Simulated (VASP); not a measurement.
# AgCl (R-3m) in VASP: single point with PBE

Aim: the single point of AgCl with PBE.

All numbers are computed with VASP 6.6.1; they aren't measurements. Logs are shortened: lines on timing, memory, paths and dates and some standing lists are left out, and cuts for length are marked.

## (1) The cell of the first run

Symmetry: R-3m, No. 166, trigonal system. The conventional cell has a = 5.210 Å, b = 5.210 Å, c = 5.311 Å, α = 90.00°, β = 90.00°, γ = 120.00°. Ag (site symmetry -3m) has 8 Cl at 2.66 to 3.14 Å and 6 Ag at 3.49 Å within 3.5 Å. Cl (site symmetry -3m) has 8 Ag at 2.66 to 3.14 Å and 6 Cl at 3.49 Å within 3.5 Å.

## (2) Single point, PBE (strained)

Input file INCAR:

```
SYSTEM = AgCl
ALGO     = Normal         ! electronic algorithm
EDIFF    = 1E-6           ! SCF threshold, eV
ENCUT    = 520            ! plane-wave cutoff, eV
GGA      = PE             ! functional
ISIF     = 2              ! what is computed and relaxed
ISMEAR   = 0              ! smearing method
LASPH    = .TRUE.         ! aspherical terms in the spheres
LCHARG   = .FALSE.        ! write CHGCAR
LREAL    = .FALSE.        ! projectors in reciprocal space
LWAVE    = .FALSE.        ! write WAVECAR
NBANDS   = 16             ! bands
NELM     = 80             ! most SCF steps
PREC     = Accurate       ! precision mode
SIGMA    = 0.05           ! smearing width, eV
```

Input file KPOINTS:

```
k-points
0
G
  10 10 10
  0 0 0
```

Input file POSCAR:

```
AgCl
1.0
    3.4783399312      0.2060383800      0.2060383800
    0.2060383800      3.4783399312     -0.2060383800
    0.2060383800     -0.2060383800      3.4783399312
Ag Cl
1 1
Direct
    0.0000000000      0.0000000000      0.0000000000
    0.5000000000      0.5000000000      0.5000000000
```

Potentials or basis: VASP PAW PBE potentials, release 64 (Ag, Cl).

Launch:

```sh
$ cat potpaw_PBE.64/Ag/POTCAR potpaw_PBE.64/Cl/POTCAR > POTCAR
$ mpirun -np 1 vasp_std > vasp.out
```

OUTCAR:

```text
SYSTEM = AgCl
   EDIFF = 1E-6
   ENCUT = 520
   GGA = PE
   ISIF = 2
   ISMEAR = 0
   LASPH = .TRUE.
   LREAL = .FALSE.
   NELM = 80
   PREC = Accurate

 ion  position               nearest neighbor table
   1  0.000  0.000  0.000-   2 2.66   2 2.66   2 3.14   2 3.14   2 3.14   2 3.14   2 3.14   2 3.14

   2  0.500  0.500  0.500-   1 2.66   1 2.66   1 3.14   1 3.14   1 3.14   1 3.14   1 3.14   1 3.14

  LATTYP: Found a trigonal (rhomboedric) cell.
 ALAT       =     3.4905232137
 COS(alpha) =    -0.1141595134

  Lattice vectors:

 A1 = (   0.2060383800,   3.4783399312,  -0.2060383800)
 A2 = (  -3.4783399312,  -0.2060383800,  -0.2060383800)
 A3 = (   0.2060383800,  -0.2060383800,   3.4783399312)

Analysis of symmetry for initial positions (statically):
=====================================================================
 Subroutine PRICEL returns:
 Original cell was already a primitive cell.

 Routine SETGRP: Setting up the symmetry group for a
 trigonal (rhombohedral) supercell.

 Subroutine GETGRP returns: Found 12 space group operations
 (whereof 12 operations were pure point group operations)
 out of a pool of 12 trial point group operations.

The static configuration has the point symmetry D_3d.

Analysis of symmetry for dynamics (positions and initial velocities):
=====================================================================
 Subroutine PRICEL returns:
 Original cell was already a primitive cell.

 Routine SETGRP: Setting up the symmetry group for a
 trigonal (rhombohedral) supercell.

 Subroutine GETGRP returns: Found 12 space group operations
 (whereof 12 operations were pure point group operations)
 out of a pool of 12 trial point group operations.

The dynamic configuration has the point symmetry D_3d.

 Subroutine INISYM returns: Found 12 space group operations
 (whereof 12 operations are pure point group operations),
 and found     1 'primitive' translations

----------------------------------------------------------------------------------------

                                     Primitive cell

  volume of cell :      41.6234

  direct lattice vectors                    reciprocal lattice vectors
     3.478339931  0.206038380  0.206038380     0.289654096 -0.018237885 -0.018237885
     0.206038380  3.478339931 -0.206038380    -0.018237885  0.289654096  0.018237885
     0.206038380 -0.206038380  3.478339931    -0.018237885  0.018237885  0.289654096

  length of vectors
     3.490523214  3.490523214  3.490523214     0.290800166  0.290800166  0.290800166

  position of ions in fractional coordinates (direct lattice)
     0.000000000  0.000000000  0.000000000
[... 81 lines left out ...]
   NSW    =      0    number of steps for IOM
   IBRION =     -1    ionic relax: 0-MD 1-quasi-New 2-CG
   NFREE  =      0    steps in history (QN), initial steepest desc. (CG)
   ISIF   =      2    stress and relaxation
   ISYM   =      2    0-nonsym 1-usesym 2-fastsym
   POTIM  = 0.5000    time-step for ionic-motion
   TEBEG  =    0.0;   TEEND  =   0.0 temperature during run
   PSTRESS=    0.0 pullay stress
   NELECT =      18.0000    total number of electrons
   NUPDOWN=      -1.0000    fix difference up-down
   EMIN   =  10.00;   EMAX   =-10.00  energy-range for DOS
   EFERMI =   0.00;   METHOD = LEGACY
   ISMEAR =     0;   SIGMA  =   0.05  broadening in eV -4-tet -1-fermi 0-gaus
   EFERMI_NEDOS =   21; number of points for ismear=-14 and -15
   IALGO  =     38    algorithm
   IMIX   =      4    mixing-type and parameters
     AMIX     =   0.40;   BMIX     =  1.00
     AMIX_MAG =   1.60;   BMIX_MAG =  1.00
  volume/ion in A,a.u.               =      20.81       140.44
  Fermi-wavevector in a.u.,A,eV,Ry     =   1.237997  2.339476 20.852798  1.532637
  Thomas-Fermi vector in A             =   2.372541
   LORBIT       =      0    0 simple, 1 ext, 2 COOP (PROOUT), +10 PAW based schemes
   GGA     = PE    functional components
   LHFCALC =     F    Hartree Fock is set to
   AEXX    =    0.0000 exact exchange contribution
   IVDW    =     0    specifies the selected vdW correction
   LEPSILON=     F    determine dielectric tensor
   LRPA    =     F    only Hartree local field effects (RPA)
 non-spin polarized calculation
 Gauss-broadening in eV      SIGMA  =   0.05
  energy-cutoff  :      520.00
  volume of cell :       41.62
 maximum number of plane-waves:      1141
 NGX is ok and might be reduce to    28
   NGX = 13   NGY = 13   NGZ = 13

 number of electron      18.0000004 magnetization

 Free energy of the ion-electron system (eV)
  ---------------------------------------------------
  ext. energy  EPLUGINS =         0.00000000
  ---------------------------------------------------
  free energy    TOTEN  =        -5.17578607 eV

  energy without entropy =       -5.17578607  energy(sigma->0) =       -5.17578607

 E-fermi :   4.1480     XC(G=0): -10.2080

 val. band max:        3.8943217491   @ k =   0.5000  -0.0000  -0.0000
 cond. band min:       4.3503081478   @ k =   0.0000   0.0000   0.0000
 fundamental gap:      0.4559863987
 Fermi energy:         4.1480369123

 k-point     1 :       0.0000    0.0000    0.0000
  band No.  band energies     occupation
      1     -10.9601      2.00000
      2       0.9479      2.00000
      3       0.9479      2.00000
      4       1.4698      2.00000
      5       1.5714      2.00000
      6       1.8128      2.00000
[... 433 lines left out ...]
      3       0.3261      2.00000
      4       1.1553      2.00000
      5       1.3514      2.00000
      6       1.5777      2.00000
[... 8 lines left out ...]
     15      17.4181      0.00000
     16      19.3620      0.00000

 [... further k-points ...]

------------------------ aborting loop because EDIFF is reached ----------------------------------------

  FORCE on cell =-STRESS in cart. coord.  units (eV):
  Direction    XX          YY          ZZ          XY          YZ          ZX
  --------------------------------------------------------------------------------------
  -------------------------------------------------------------------------------------
  Total       -0.0422429     -0.0422429     -0.0422429      0.2228274     -0.2228274      0.2228274
  in kB       -1.6260236     -1.6260236     -1.6260236      8.5771150     -8.5771150      8.5771150
  external PRESSURE =      -1.6260236 kB  Pullay stress =       0.0000000 kB

 VOLUME and BASIS-vectors are now :
 -----------------------------------------------------------------------------
  energy-cutoff  :      520.00
  volume of cell :       41.62
      direct lattice vectors                 reciprocal lattice vectors
     3.478339931  0.206038380  0.206038380     0.289654096 -0.018237885 -0.018237885
     0.206038380  3.478339931 -0.206038380    -0.018237885  0.289654096  0.018237885
     0.206038380 -0.206038380  3.478339931    -0.018237885  0.018237885  0.289654096

 POSITION                                       TOTAL-FORCE (eV/Angst)
 -----------------------------------------------------------------------------------
      0.00000      0.00000      0.00000         0.000000     -0.000000     -0.000000
      1.94521      1.73917      1.73917        -0.000000      0.000000      0.000000
 -----------------------------------------------------------------------------------
    total drift:                                0.000000      0.000000      0.000000

  FREE ENERGIE OF THE ION-ELECTRON SYSTEM (eV)
  ---------------------------------------------------
  free  energy   TOTEN  =        -5.1757860717 eV

  energy  without entropy=       -5.1757860717  energy(sigma->0) =       -5.17578607
```

OSZICAR:

```text
N       E                     dE             d eps       ncg     rms          rms(c)
DAV:   1     0.999307874117E+02    0.99931E+02   -0.86025E+03  3768   0.101E+03
DAV:   2    -0.188026547630E+01   -0.10181E+03   -0.93270E+02  4704   0.223E+02
DAV:   3    -0.545429582127E+01   -0.35740E+01   -0.35659E+01  4440   0.440E+01
DAV:   4    -0.547825289945E+01   -0.23957E-01   -0.23955E-01  4808   0.391E+00
DAV:   5    -0.547855521853E+01   -0.30232E-03   -0.30232E-03  4656   0.431E-01    0.547E+00
DAV:   6    -0.518840521616E+01    0.29015E+00   -0.37605E-01  4928   0.885E+00    0.378E+00
DAV:   7    -0.517944723524E+01    0.89580E-02   -0.15092E-01  4128   0.260E+00    0.209E+00
DAV:   8    -0.517605434331E+01    0.33929E-02   -0.81015E-03  4640   0.923E-01    0.421E-01
DAV:   9    -0.517573579549E+01    0.31855E-03   -0.88073E-04  4968   0.439E-01    0.566E-02
DAV:  10    -0.517577669136E+01   -0.40896E-04   -0.14935E-04  4248   0.126E-01    0.434E-02
DAV:  11    -0.517578635449E+01   -0.96631E-05   -0.11124E-05  4600   0.273E-02    0.679E-03
DAV:  12    -0.517578607172E+01    0.28278E-06   -0.69371E-07  2968   0.683E-03
   1 F= -.51757861E+01 E0= -.51757861E+01  d E =-.220331E-11
```

It took 36 s on 1 thread of Intel Xeon 6975P-C (Granite Rapids), shared host; peak memory 0.2 GiB.

What came out:

- Free energy: -5.1758 eV
- Pressure: -0.2 GPa
- Band gap on the k mesh: 0.46 eV (least direct gap 2.03 eV)

Stress tensor (GPa, compression positive):
```
-0.16  0.86  0.86
 0.86 -0.16 -0.86
 0.86 -0.86 -0.16
```

Levels at points of the mesh, in eV from the valence-band top:
| k point | band 7 | band 8 | band 9 | band 10 | band 11 | band 12 |
| --- | --- | --- | --- | --- | --- | --- |
| (0.00, 0.00, 0.00) | -2.08 | -1.57 | -1.57 | 0.46 | 9.33 | 9.33 |
| (0.50, 0.00, 0.00) | -1.63 | -0.72 | 0.00 | 4.48 | 5.47 | 8.54 |
| (0.50, 0.50, 0.00) | -2.22 | -1.85 | -1.35 | 2.59 | 7.95 | 9.09 |
| (0.50, 0.50, 0.50) | -0.71 | -0.71 | -0.02 | 4.13 | 4.13 | 5.97 |

Caveat: the cell differs from its parent crystal (strained). A k mesh can miss the band edges.
